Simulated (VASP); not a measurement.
# BPtF6 (R-3) in VASP: settings compared, part 2 of 2

VASP 6.6.1. The steps go on from the part before.

### 3 Single point, PBE+U

This run uses another cell than the first one, of 10.55 Å³/atom.

Contents of INCAR:

```
PREC = Accurate
ENCUT = 520
EDIFF = 1E-7
ISMEAR = -1
SIGMA = 0.0476
LREAL = F
LASPH = T
NELM = 150
ALGO = Normal
ISIF = 2
LWAVE = F
LCHARG = F
LMAXMIX = 4
LDAU = T
LDAUTYPE = 2
LDAUL = -1 -1 2
LDAUU = 0 0 5
LDAUJ = 0 0 0
LDAUPRINT = 1
GGA = PE
NBANDS = 38
```

Contents of KPOINTS:

```
Automatic mesh
0
Gamma
  5 5 5
```

Contents of POSCAR:

```
BPtF6
1.0
    4.7830511239     -0.0000002816     -0.0000001758
   -2.3915253180      4.1422439217     -0.0000000643
   -2.3915253241      1.3807482243      4.2580705868
B F Pt
1 6 1
Direct
    0.5000000000      0.5000000000      0.5000000000
    0.2899416797      0.1490523404      0.7179647672
    0.8509476596      0.4229245721      0.7179647672
    0.5770754279      0.7100583203      0.7179647672
    0.7100583203      0.8509476596      0.2820352328
    0.1490523404      0.5770754279      0.2820352328
    0.4229245721      0.2899416797      0.2820352328
    0.0000000000      0.0000000000      0.0000000000
```

Potentials or basis: VASP PAW PBE potentials, release 64 (B, F, Pt).

On the command line:

```console
cat potpaw_PBE.64/B/POTCAR potpaw_PBE.64/F/POTCAR potpaw_PBE.64/Pt/POTCAR > POTCAR
mpirun -np 1 vasp_std > vasp.out
```

OUTCAR:

```text
PREC = Accurate
   ENCUT = 520
   EDIFF = 1E-7
   ISMEAR = -1
   LREAL = F
   LASPH = T
   NELM = 150
   ISIF = 2
   GGA = PE

 ion  position               nearest neighbor table
   1  0.500  0.500  0.500-   2 1.63   5 1.63   4 1.63   7 1.63   6 1.63   3 1.63
   2  0.290  0.149  0.718-   1 1.63   8 2.10
   3  0.851  0.423  0.718-   1 1.63   8 2.10
   4  0.577  0.710  0.718-   1 1.63   8 2.10
   5  0.710  0.851  0.282-   1 1.63   8 2.10
   6  0.149  0.577  0.282-   1 1.63   8 2.10
   7  0.423  0.290  0.282-   1 1.63   8 2.10
   8  0.000  0.000  0.000-   3 2.10   6 2.10   5 2.10   2 2.10   4 2.10   7 2.10

  LATTYP: Found a trigonal (rhomboedric) cell.
 ALAT       =     5.0751378461
 COS(alpha) =     0.5558963273

  Lattice vectors:

 A1 = (  -0.0000000061,  -2.7614956974,   4.2580706511)
 A2 = (   2.3915257998,   1.3807479427,   4.2580704110)
 A3 = (  -2.3915253241,   1.3807482243,   4.2580705868)

Analysis of symmetry for initial positions (statically):
=====================================================================
 Subroutine PRICEL returns:
 Original cell was already a primitive cell.

 Routine SETGRP: Setting up the symmetry group for a
 trigonal (rhombohedral) supercell.

 Subroutine GETGRP returns: Found  6 space group operations
 (whereof  6 operations were pure point group operations)
 out of a pool of 12 trial point group operations.

The static configuration has the point symmetry S_6 .

Analysis of symmetry for dynamics (positions and initial velocities):
=====================================================================
 Subroutine PRICEL returns:
[... 188 lines left out ...]
  o =  0.9762  v =  0.0000  0.0000  0.0000  0.0000  0.0000  0.5401 -0.0960 -0.0000  0.5708  0.6110      0.0000  0.0000  0.0000  0.0000  0.0000  0.0000  0.0000  0.0000  0.0000  0.0000
  o =  0.9762  v =  0.5401 -0.0960 -0.0000  0.5708  0.6110  0.0000  0.0000  0.0000  0.0000  0.0000      0.0000  0.0000  0.0000  0.0000  0.0000  0.0000  0.0000  0.0000  0.0000  0.0000
  o =  0.9786  v = -0.0000  0.0000  1.0000  0.0000  0.0000  0.0000  0.0000  0.0000  0.0000  0.0000      0.0000  0.0000  0.0000  0.0000  0.0000  0.0000  0.0000  0.0000  0.0000  0.0000
  o =  0.9786  v =  0.0000  0.0000  0.0000  0.0000  0.0000 -0.0000  0.0000  1.0000  0.0000  0.0000      0.0000  0.0000  0.0000  0.0000  0.0000  0.0000  0.0000  0.0000  0.0000  0.0000

 number of electron      54.9999994 magnetization

 Free energy of the ion-electron system (eV)
  ---------------------------------------------------
  ext. energy  EPLUGINS =         0.00000000
  ---------------------------------------------------
  free energy    TOTEN  =       -32.44888624 eV

  energy without entropy =      -32.38523528  energy(sigma->0) =      -32.41706076

 E-fermi :   2.4643     XC(G=0): -10.4035

 val. band max:        2.4567659375   @ k =   0.2000   0.2000  -0.4000
 cond. band min:       2.4645034131   @ k =   0.4000  -0.4000   0.2000
 fundamental gap:      0.0077374756
 Fermi energy:         2.4642638011

 k-point     1 :       0.0000    0.0000    0.0000
  band No.  band energies     occupation
      1     -22.8689      2.00000
      2     -21.2693      2.00000
      3     -21.2693      2.00000
      4     -21.2657      2.00000
      5     -20.7999      2.00000
      6     -20.7999      2.00000
[... 932 lines left out ...]
     37      14.7832      0.00000
     38      15.8506      0.00000

------------------------ aborting loop because EDIFF is reached ----------------------------------------

  FORCE on cell =-STRESS in cart. coord.  units (eV):
  Direction    XX          YY          ZZ          XY          YZ          ZX
  --------------------------------------------------------------------------------------
  -------------------------------------------------------------------------------------
  Total       -0.9206339     -0.9206339     -0.8414629      0.0000035      0.0000000      0.0000000
  in kB      -17.4841298    -17.4841298    -15.9805619      0.0000669      0.0000001      0.0000001
  external PRESSURE =     -16.9829405 kB  Pullay stress =       0.0000000 kB

 VOLUME and BASIS-vectors are now :
 -----------------------------------------------------------------------------
  energy-cutoff  :      520.00
  volume of cell :       84.36
      direct lattice vectors                 reciprocal lattice vectors
     4.783051124 -0.000000282 -0.000000176     0.209071578  0.120707517  0.078282705
    -2.391525318  4.142243922 -0.000000064     0.000000011  0.241415050 -0.078282726
    -2.391525324  1.380748224  4.258070587     0.000000009  0.000000009  0.234848152

 POSITION                                       TOTAL-FORCE (eV/Angst)
 -----------------------------------------------------------------------------------
      0.00000      2.76150      2.12904        -0.000000      0.000000      0.000000
     -0.68669      1.60874      3.05714        -0.187805     -0.047492      0.146245
      1.34166      2.74319      3.05714         0.135032     -0.138898      0.146245
     -0.65497      3.93256      3.05714         0.052773      0.186390      0.146245
      0.68669      3.91425      1.20093         0.187805      0.047492     -0.146245
     -1.34166      2.77981      1.20093        -0.135032      0.138898     -0.146245
      0.65497      1.59043      1.20093        -0.052773     -0.186390     -0.146245
      0.00000      0.00000      0.00000        -0.000000      0.000000     -0.000000
 -----------------------------------------------------------------------------------
    total drift:                                0.000000     -0.000000     -0.000000

  FREE ENERGIE OF THE ION-ELECTRON SYSTEM (eV)
  ---------------------------------------------------
  free  energy   TOTEN  =       -32.4488862433 eV

  energy  without entropy=      -32.3852352833  energy(sigma->0) =      -32.41706076
```

It took 33 s on 1 thread of Intel Xeon 6975P-C (Granite Rapids), shared host; peak memory 0.24 GiB.

What came out:

| Item | Value |
| --- | --- |
| Free energy | -32.4489 eV |
| Pressure | -1.7 GPa |
| Largest force | 0.243 eV/Å |
| Band gap on the k mesh | zero (an odd number of electrons rules out a gap without spin polarisation) |

Forces in eV/Å, atoms in the order of the input:
```
B    0.000  0.000  0.000
F   -0.188 -0.047  0.146
F    0.135 -0.139  0.146
F    0.053  0.186  0.146
F    0.188  0.047 -0.146
F   -0.135  0.139 -0.146
F   -0.053 -0.186 -0.146
Pt   0.000  0.000  0.000
```

Levels at points of the mesh, in eV from the Fermi level:
```
           k point  band 25  band 26  band 27  band 28  band 29  band 30
(0.00, 0.00, 0.00)    -3.25    -3.10    -3.10     0.34     0.34     3.17
```

Eigenvalues of the final occupation matrices:
| site | spin | trace | eigenvalues |
| --- | --- | --- | --- |
| site 8 d | 1 | 4.02 | 0.55 0.55 0.98 0.98 0.98 |
| site 8 d | 2 | 4.02 | 0.55 0.55 0.98 0.98 0.98 |

Caveat: spin-orbit coupling is left out, which moves the levels of the heavy elements; an odd number of electrons without spin polarisation forces a metal; a magnetic or distorted state may lie lower; U without spin polarisation on a metal has little footing.

### 4 Relaxation of cell and atoms, PBE

This run uses another cell than the first one, of 11.80 Å³/atom.

Contents of INCAR:

```
ALGO = Normal
EDIFF = 1E-6
EDIFFG = -0.01
ENCUT = 600
GGA = PE
IBRION = 2
ISIF = 3
ISMEAR = -1
LASPH = True
LCHARG = False
LREAL = False
LWAVE = False
NELM = 100
NSW = 60
PREC = Accurate
SIGMA = 0.0476
```

Contents of KPOINTS:

```
k-points
0
Gamma
  5 5 5
```

Contents of POSCAR:

```
BPtF6
1.0
    4.9025950000      0.0000000000      0.0000000000
   -2.4512970000      4.2457760000      0.0000000000
   -2.4512970000      1.4152590000      4.5346510000
B F Pt
1 6 1
Direct
    0.5000000000      0.5000000000      0.5000000000
    0.2420000000      0.1180000000      0.7510000000
    0.8820000000      0.3730000000      0.7510000000
    0.6270000000      0.7580000000      0.7510000000
    0.7580000000      0.8820000000      0.2490000000
    0.1180000000      0.6270000000      0.2490000000
    0.3730000000      0.2420000000      0.2490000000
    0.0000000000      0.0000000000      0.0000000000
```

On the command line:

```console
cat potpaw_PBE.64/B/POTCAR potpaw_PBE.64/F/POTCAR potpaw_PBE.64/Pt/POTCAR > POTCAR
mpirun -np 1 vasp_std > vasp.out
```

Run time: 9.2 min. Hardware: 1 thread of Intel Xeon 6975P-C (Granite Rapids), shared host; peak memory 0.3 GiB.

It converged, with:

```yaml
Free_energy: -35.5645 eV
Relaxed_volume: 10.48 Å³/atom
Relaxed_cell: a = 4.769 Å, b = 4.769 Å, c = 5.070 Å, α = 61.95°, β = 118.05°, γ = 120.00°
Space_group_after_relaxing_to_0.1_Å: R-3 (No. 148)
Energy_gained_by_relaxing: 504.9 meV/atom
Ionic_steps: 22
Pressure_after_relaxing: 0.0 GPa
Band_gap_on_the_k_mesh: zero (an odd number of electrons rules out a gap without spin polarisation)
```

Forces in eV/Å, atoms in the order of the input:
```
B    0.000  0.000  0.000
F    0.001  0.002  0.001
F   -0.002  0.001  0.001
F    0.001 -0.002  0.001
F   -0.001 -0.002 -0.001
F    0.002 -0.001 -0.001
F   -0.001  0.002 -0.001
Pt   0.000  0.000  0.000
```

The path:
| step | energy change (eV) | largest force (eV/Å) | pressure (GPa) | volume (Å³) |
| --- | --- | --- | --- | --- |
| 1 | 0.0000 | 3.8145 | 10.04 | 94.39 |
| 2 | -2.0058 | 1.5905 | -18.48 | 104.86 |
| 3 | -2.0054 | 1.6009 | -18.31 | 104.75 |
| 4 | -3.6599 | 1.0063 | -7.19 | 92.46 |
| 5 | -3.6740 | 0.7050 | -8.93 | 93.37 |
| 6 | -4.0043 | 0.0654 | -2.05 | 87.10 |
| 7 | -4.0100 | 0.1494 | -0.76 | 86.27 |
| 8 | -4.0166 | 0.1216 | 0.03 | 85.77 |
| 9 | -4.0173 | 0.1631 | 0.42 | 85.53 |
| 10 | -4.0228 | 0.1467 | 0.23 | 85.44 |
| 11 | -4.0330 | 0.1046 | -0.36 | 85.18 |
| 12 | -4.0216 | 0.1393 | -1.61 | 84.64 |
| 13 | -4.0342 | 0.0982 | -0.66 | 85.06 |
| 14 | -4.0376 | 0.0379 | 0.14 | 84.32 |
| 15 | -4.0376 | 0.0330 | 0.09 | 84.37 |
| 16 | -4.0382 | 0.0238 | -0.02 | 84.37 |
| 17 | -4.0383 | 0.0311 | -0.08 | 84.37 |
| 18 | -4.0387 | 0.0244 | -0.07 | 84.29 |
| 19 | -4.0393 | 0.0124 | -0.06 | 84.04 |
| 20 | -4.0394 | 0.0163 | -0.06 | 83.93 |
| 21 | -4.0393 | 0.0275 | 0.13 | 83.76 |
| 22 | -4.0395 | 0.0026 | 0.01 | 83.87 |

Final structure:
```xyz
8
Lattice="4.7693 0.0000 0.0000 -2.3846 4.1303 0.0000 -2.3846 1.3768 4.2575" Properties=species:S:1:pos:R:3 pbc="T T T"
B     0.0000    2.7536    2.1288
F    -0.6832    1.5979    3.0573
F     1.3424    2.7397    3.0573
F    -0.6592    3.9231    3.0573
F     0.6832    3.9092    1.2002
F    -1.3424    2.7674    1.2002
F     0.6593    1.5840    1.2002
Pt    0.0000    0.0000    0.0000
```

Levels at points of the mesh, in eV from the Fermi level:
```tsv
k point	band 23	band 24	band 25	band 26	band 27	band 28	band 29	band 30	band 31	band 32
(0.00, 0.00, 0.00)	-3.40	-3.40	-1.94	-1.94	-1.93	0.35	0.35	3.04	8.76	9.27
```

Caveat: spin-orbit coupling is left out, which moves the levels of the heavy elements; an odd number of electrons without spin polarisation forces a metal; a magnetic or distorted state may lie lower.

### 5 Relaxation of cell and atoms, PBE

This run uses another cell than the first one, of 11.80 Å³/atom.

Contents of INCAR:

```
SYSTEM = BPtF6
  PREC = Accurate
  ENCUT = 600
  EDIFF = 1E-7
  ISMEAR = -5
  SIGMA = 0.1
  LREAL = .False.
  LASPH = .True.
  NELM = 100
  ALGO = Normal
  ISIF = 3
  LWAVE = .False.
  LCHARG = .False.
  GGA = PE
  IBRION = 2
  NSW = 60
  EDIFFG = -0.01
```

Contents of KPOINTS:

```
Automatic mesh
0
Gamma
  5 5 5
  0 0 0
```

POSCAR is that of step 4.

Potentials or basis: VASP PAW PBE potentials, release 64 (B, F, Pt).

On the command line:

```console
cat potpaw_PBE.64/B/POTCAR potpaw_PBE.64/F/POTCAR potpaw_PBE.64/Pt/POTCAR > POTCAR
mpirun -np 1 vasp_std > vasp.out
```

OUTCAR:

```text
SYSTEM = BPtF6
   PREC = Accurate
   ENCUT = 600
   EDIFF = 1E-7
   ISMEAR = -5
   LREAL = .False.
   LASPH = .True.
   NELM = 100
   ISIF = 3
   GGA = PE
   IBRION = 2
   NSW = 60
   EDIFFG = -0.01

 ion  position               nearest neighbor table
   1  0.500  0.500  0.500-   3 1.95   6 1.95   5 1.95   2 1.95   4 1.95   7 1.95
   2  0.242  0.118  0.751-   8 1.89   1 1.95
   3  0.882  0.373  0.751-   8 1.89   1 1.95
   4  0.627  0.758  0.751-   8 1.89   1 1.95
   5  0.758  0.882  0.249-   8 1.89   1 1.95
   6  0.118  0.627  0.249-   8 1.89   1 1.95
   7  0.373  0.242  0.249-   8 1.89   1 1.95
   8  0.000  0.000  0.000-   2 1.89   5 1.89   3 1.89   6 1.89   4 1.89   7 1.89

  LATTYP: Found a trigonal (rhomboedric) cell.
 ALAT       =     5.3455482580
 COS(alpha) =     0.5794300223

  Lattice vectors:

 A1 = (   0.0000000000,  -2.8305170000,   4.5346510000)
 A2 = (   2.4512980000,   1.4152590000,   4.5346510000)
[... 1147 lines left out ...]

[... ionic steps 4 to 20 ...]

--------------------------------------- Ionic step       21  -------------------------------------------

 number of electron      55.0000004 magnetization

------------------------ aborting loop because EDIFF is reached ----------------------------------------
[... 79 lines left out ...]
--------------------------------------- Ionic step       23  -------------------------------------------

 number of electron      55.0000001 magnetization

 Free energy of the ion-electron system (eV)
  ---------------------------------------------------
  ext. energy  EPLUGINS =         0.00000000
  ---------------------------------------------------
  free energy    TOTEN  =       -35.52591323 eV

  energy without entropy =      -35.52591323  energy(sigma->0) =      -35.52591323

 E-fermi :   2.6144     XC(G=0): -10.4405

 val. band max:        2.6208094139   @ k =   0.2000  -0.0000   0.4000
 cond. band min:       2.6250066475   @ k =   0.4000   0.4000  -0.4000
 fundamental gap:      0.0041972337
 Fermi energy:         2.6143546793

 k-point     1 :       0.0000    0.0000    0.0000
  band No.  band energies     occupation
      1     -22.8113      2.00000
      2     -21.2151      2.00000
      3     -21.2124      2.00000
      4     -21.2124      2.00000
      5     -20.7525      2.00000
      6     -20.7525      2.00000
[... 852 lines left out ...]
  FREE ENERGIE OF THE ION-ELECTRON SYSTEM (eV)
  ---------------------------------------------------
  free  energy   TOTEN  =       -35.5259132325 eV

  energy  without entropy=      -35.5259132325  energy(sigma->0) =      -35.52591323

 reached required accuracy - stopping structural energy minimisation
```

CONTCAR:

```text
BPtF6
   1.00000000000000
     4.7716550650397140   -0.0000012065691965   -0.0000000225524802
    -2.3858260316762769    4.1323789242672646   -0.0000000082548268
    -2.3858267286008794    1.3774603472497791    4.2637594428305938
  B               F               Pt
     1     6     1
Direct
     0.5000000000000000    0.5000000000000000    0.5000000000000000
     0.2888509853405817    0.1481370713530747    0.7178982260499991
     0.8518629275778221    0.4228156867995948    0.7178982261460188
     0.5771843133885772    0.7111490158568934    0.7178982261766557
     0.7111490146594182    0.8518629286469251    0.2821017739500010
     0.1481370724221779    0.5771843132004051    0.2821017738539812
     0.4228156866114228    0.2888509841431064    0.2821017738233445
     0.0000000000000000    0.0000000000000000    0.0000000000000000

  0.00000000E+00  0.00000000E+00  0.00000000E+00
  0.00000000E+00  0.00000000E+00  0.00000000E+00
  0.00000000E+00  0.00000000E+00  0.00000000E+00
  0.00000000E+00  0.00000000E+00  0.00000000E+00
  0.00000000E+00  0.00000000E+00  0.00000000E+00
  0.00000000E+00  0.00000000E+00  0.00000000E+00
  0.00000000E+00  0.00000000E+00  0.00000000E+00
  0.00000000E+00  0.00000000E+00  0.00000000E+00
```

Run time: 11 min. Hardware: 1 thread of Intel Xeon 6975P-C (Granite Rapids), shared host; peak memory 0.33 GiB.

Results:

* Free energy: -35.5259 eV
* Relaxed volume: 10.51 Å³/atom
* Relaxed cell: a = 4.772 Å, b = 4.772 Å, c = 5.076 Å, α = 61.97°, β = 118.03°, γ = 120.00°
* Space group after relaxing (to 0.1 Å): R-3 (No. 148)
* Energy gained by relaxing: 501.4 meV/atom
* Ionic steps: 23
* Pressure after relaxing: -0.1 GPa
* Largest force after relaxing: 0.009 eV/Å
* Band gap on the k mesh: zero (an odd number of electrons rules out a gap without spin polarisation)

Forces in eV/Å, atoms in the order of the input:
```
B    0.000  0.000  0.000
F    0.003  0.005 -0.006
F   -0.006  0.000 -0.006
F    0.003 -0.006 -0.006
F   -0.003 -0.005  0.006
F    0.006  0.000  0.006
F   -0.003  0.006  0.006
Pt   0.000  0.000  0.000
```

Step by step:
```tsv
step	energy change (eV)	largest force (eV/Å)	pressure (GPa)	volume (Å³)
1	0.0000	3.8603	9.99	94.39
2	-2.0213	1.5553	-18.49	104.80
3	-2.0209	1.5763	-18.25	104.57
4	-3.6385	1.1734	-5.88	91.61
5	-3.6733	0.6874	-8.65	93.02
6	-3.9806	0.0767	-1.65	86.84
7	-3.9828	0.1499	-0.83	86.33
8	-3.9896	0.1169	0.09	85.76
9	-3.9899	0.1344	0.26	85.66
10	-3.9956	0.1150	0.04	85.57
11	-4.0023	0.0863	-0.34	85.42
12	-4.0041	0.0840	-1.13	85.10
13	-4.0053	0.0726	-0.78	85.24
14	-4.0087	0.0258	0.11	84.46
15	-4.0087	0.0260	0.17	84.41
16	-4.0094	0.0214	-0.06	84.46
17	-4.0094	0.0255	-0.13	84.48
18	-4.0094	0.0278	-0.16	84.49
19	-4.0099	0.0298	-0.04	84.35
20	-4.0100	0.0332	0.01	84.30
21	-4.0102	0.0428	0.10	84.20
22	-4.0104	0.0307	0.05	84.17
23	-4.0108	0.0087	-0.11	84.07
```

Final structure:
```yaml
crystal:
  lattice:
    - [4.77166, 0.00000, 0.00000]
    - [-2.38583, 4.13238, 0.00000]
    - [-2.38583, 1.37746, 4.26376]
  atoms:
    - { symbol: B, position: [0.50000, 0.50000, 0.50000] }
    - { symbol: F, position: [0.28885, 0.14814, 0.71790] }
    - { symbol: F, position: [0.85186, 0.42282, 0.71790] }
    - { symbol: F, position: [0.57718, 0.71115, 0.71790] }
    - { symbol: F, position: [0.71115, 0.85186, 0.28210] }
    - { symbol: F, position: [0.14814, 0.57718, 0.28210] }
    - { symbol: F, position: [0.42282, 0.28885, 0.28210] }
    - { symbol: Pt, position: [0.00000, 0.00000, 0.00000] }
```

Levels at points of the mesh, in eV from the Fermi level:
| k point | band 25 | band 26 | band 27 | band 28 | band 29 | band 30 |
| --- | --- | --- | --- | --- | --- | --- |
| (0.00, 0.00, 0.00) | -1.95 | -1.95 | -1.93 | 0.36 | 0.36 | 3.03 |

Caveat: spin-orbit coupling is left out, which moves the levels of the heavy elements; an odd number of electrons without spin polarisation forces a metal; a magnetic or distorted state may lie lower; tetrahedron occupations give inexact forces and stress in metals.

### 6 The runs side by side

| task | level | U | cell | cutoff (eV) | smearing | gap on the mesh (eV) | pressure (GPa) | relaxed volume (Å³/atom) | largest force (eV/Å) |
| --- | --- | --- | --- | --- | --- | --- | --- | --- | --- |
| single point | PBE | - | a = 4.788, b = 4.788, c = 5.077 Å, angles 61.9, 118.1, 120.0°, 8 atoms, atomic positions A | 520 | fermi-dirac 0.0476 eV | none | 0.0 | - | 0.03 |
| single point | PBE+U | Pt d U = 5.0 eV | a = 4.783, b = 4.783, c = 5.075 Å, angles 61.9, 118.1, 120.0°, 8 atoms, atomic positions A | 520 | fermi-dirac 0.0476 eV | none | -1.7 | - | 0.24 |
| relaxation of cell and atoms | PBE | - | relaxed from a = 4.903, b = 4.903, c = 5.346 Å, angles 62.7, 117.3, 120.0°, 8 atoms, atomic positions B | 600 | fermi-dirac 0.0476 eV | none | 0.0 | 10.48 | - |
| relaxation of cell and atoms | PBE | - | relaxed from a = 4.903, b = 4.903, c = 5.346 Å, angles 62.7, 117.3, 120.0°, 8 atoms, atomic positions B | 600 | tetrahedron | none | -0.1 | 10.51 | 0.01 |

Alike in all rows: potentials or basis VASP PAW PBE potentials, release 64 (B, F, Pt); no spin polarisation; k mesh 5 × 5 × 5.

Caveats: spin-orbit coupling is left out, which moves the levels of the heavy elements; an odd number of electrons without spin polarisation forces a metal; a magnetic or distorted state may lie lower; U without spin polarisation on a metal has little footing (at least some runs); tetrahedron occupations give inexact forces and stress in metals (at least some runs).

Absolute energies hang on the potentials; compare differences alone.
